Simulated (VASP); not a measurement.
Write the native input for VASP 6.6.1 that does the following.

* Task: electric field gradients
* Functional: PBE
* Potentials or basis: VASP PAW PBE potentials, release 64 (Bi_d)
* Cutoff: 520 eV
* k mesh: 11 × 11 × 11
* Occupations: fermi-dirac, width 0.03 eV
* Spin: no spin polarisation
* Dipole correction: no
* Further INCAR settings: ALGO = Normal; EDIFF = 1e-08; NBANDS = 22

The structure of Bi lies in POSCAR:

```
Bi
1.0
    2.2880530951      1.3210080704      3.9801861936
   -2.2880530951      1.3210080704      3.9801861936
    0.0000000000     -2.6420161407      3.9801861936
Bi
2
Direct
    0.2338900000      0.2338900000      0.2338900000
    0.7661100000      0.7661100000      0.7661100000
```

This cell differs from its parent crystal: volume scaled by 1.02.

One way to write it, as run:

INCAR

```
PREC = Accurate
ENCUT = 520
EDIFF = 1E-8
ISMEAR = -1
SIGMA = 0.03
LREAL = False
LASPH = True
NELM = 80
ALGO = Normal
ISIF = 2
LWAVE = False
LCHARG = False
GGA = PE
LEFG = True
NBANDS = 22
```

KPOINTS

```
regular mesh
0
Gamma
  11 11 11
```

Potentials or basis: VASP PAW PBE potentials, release 64 (Bi_d).

Command:

```bash
$ cat potpaw_PBE.64/Bi_d/POTCAR > POTCAR
$ mpirun -np 1 vasp_std > vasp.out
```

It gave:

The pressure is 0.8 GPa, the largest force is 0.107 eV/Å and the band gap on the k mesh is zero (band 15 reaches 6.00 eV, above the bottom of band 16 at 5.96 eV).

Caveat: without QUAD_EFG the Cq values of the log hold for a quadrupole moment of 1 mb, not for the nuclei; spin-orbit coupling is left out, which moves the levels of the heavy elements.

Wall time 4.1 min on 1 thread of AMD EPYC 9R45 (Zen 5), on a shared host, peak memory 0.29 GiB.
